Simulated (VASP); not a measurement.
# Cd7F16 (a cell with a defect): single point with PBE

System: Cd7F16 (a cell with a defect).

```xyz
23
Lattice="0.0000 5.3938 5.3938 5.3938 0.0000 5.3938 5.3938 5.3938 0.0000" Properties=species:S:1:pos:R:3 pbc="T T T"
Cd   -0.0058    0.0007   -0.0004
Cd    5.3882    2.6976    2.6967
Cd    2.6913    0.0008    2.6967
Cd   -0.0054    2.6976    2.6964
Cd    2.6913    5.3947    2.6967
Cd    2.6913    2.6978    5.3935
Cd    5.3882    5.3946    5.3934
F     1.2566    1.2633    1.4338
F     4.0139    4.0206    4.0714
F     4.1254    4.1318    1.4344
F     6.7630    6.7689    4.0706
F     4.0142    1.3756    4.0709
F     6.6503    4.1322    6.8280
F     6.6509    4.1319    3.9592
F     9.4072    6.7686    6.7160
F     1.3689    4.0200    4.0709
F     4.1253    6.6569    6.8278
F     4.1260    6.6576    3.9591
F     6.7623    9.4140    6.7159
F     4.0136    4.0199    6.7163
F     6.6511    6.6570    9.3528
F     6.7622    6.7691    6.7157
F     9.5197    9.5259    9.3530
```

```json
{
  "Program": "VASP 6.6.1",
  "Task": "single point",
  "Functional": "PBE",
  "Potentials or basis": "VASP PAW PBE potentials, release 64 (Cd, F)",
  "Cutoff": "520 eV",
  "k mesh": "2 × 2 × 2",
  "Occupations": "fermi-dirac, width 0.1 eV",
  "Spin": "no spin polarisation"
}
```

| Item | Value |
| --- | --- |
| Pressure | 5.0 GPa |
| Largest force | 0.039 eV/Å |
| Band gap on the k mesh | zero (bands 98 and 99 overlap by 0.08 eV) |

Forces on the atoms (eV/Å):
```
Cd   0.001  0.000  0.001
Cd  -0.001  0.000  0.000
Cd   0.000  0.000 -0.001
Cd  -0.001  0.000  0.000
Cd   0.000  0.000  0.000
Cd   0.000 -0.001  0.000
Cd   0.000  0.000  0.000
F    0.021  0.023 -0.023
F    0.009  0.008 -0.009
F   -0.020 -0.021 -0.021
F   -0.010 -0.009 -0.010
F    0.008 -0.009 -0.008
F    0.022 -0.022 -0.024
F    0.021 -0.023  0.023
F    0.009 -0.008  0.008
F   -0.010  0.011 -0.010
F   -0.019  0.021 -0.020
F   -0.020  0.019  0.022
F   -0.010  0.010  0.010
F    0.009  0.009  0.008
F    0.020  0.023  0.023
F   -0.009 -0.010  0.010
F   -0.021 -0.022  0.021
```

Levels at points of the mesh, in eV from the Fermi level:
| k point | band 97 | band 98 | band 99 | band 100 | band 101 | band 102 |
| --- | --- | --- | --- | --- | --- | --- |
| (0.00, 0.00, 0.00) | -0.05 | -0.05 | -0.05 | 3.59 | 7.27 | 7.27 |
| (0.50, 0.00, 0.00) | -0.21 | -0.21 | -0.13 | 5.16 | 5.46 | 7.52 |
| (0.00, 0.50, 0.00) | -0.21 | -0.21 | -0.13 | 5.16 | 5.46 | 7.52 |
| (0.00, 0.00, 0.50) | -0.21 | -0.21 | -0.13 | 5.16 | 5.46 | 7.52 |
| (0.50, 0.50, 0.50) | -0.21 | -0.21 | -0.13 | 5.16 | 5.46 | 7.52 |
| (0.50, 0.50, 0.00) | -0.22 | -0.07 | 0.00 | 5.46 | 5.83 | 6.83 |
| (0.00, 0.50, 0.50) | -0.22 | -0.07 | 0.00 | 5.46 | 5.83 | 6.83 |
| (0.50, 0.00, 0.50) | -0.22 | -0.07 | 0.00 | 5.46 | 5.83 | 6.83 |

Run time: 18 min on 1 thread of AMD EPYC 7R13, with other jobs on the host, peak memory 0.55 GiB.

Caveat: the k points lie up to 0.50 Å⁻¹ apart.
